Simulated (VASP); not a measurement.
Input of a VASP 6.6.1 run:

File INCAR:

```
SYSTEM = K
PREC = Accurate
ENCUT = 520
EDIFF = 1E-7
ISMEAR = -1
SIGMA = 0.05
LREAL = .False.
LASPH = .True.
NELM = 100
ALGO = Normal
ISIF = 2
LWAVE = .False.
LCHARG = .False.
GGA = PS
NBANDS = 10
```

KPOINTS

```
regular mesh
0
Gamma
  7 7 7
  0 0 0
```

The input POSCAR:

```
K
1.0
    4.5249830354     -0.0000000251     -0.0000000434
   -1.5083276549      4.2661949272     -0.0000000434
   -1.5083276549     -2.1330974009      3.6946332206
K
1
Direct
    0.0000000000      0.0000000000      0.0000000000
```

Potentials or basis: VASP PAW PBE potentials, release 64 (K_sv).

The run is started by

```sh
$ cat potpaw_PBE.64/K_sv/POTCAR > POTCAR
$ mpirun -np 1 vasp_std > vasp.out
```

Q: What does it give for the pressure?

A: 0.0 GPa.

Q: What does it give for the band gap on the k mesh?

A: Zero (an odd number of electrons rules out a gap without spin polarisation).

Caveat: the PAW data sets were made with another functional, which shifts forces and pressure a little.
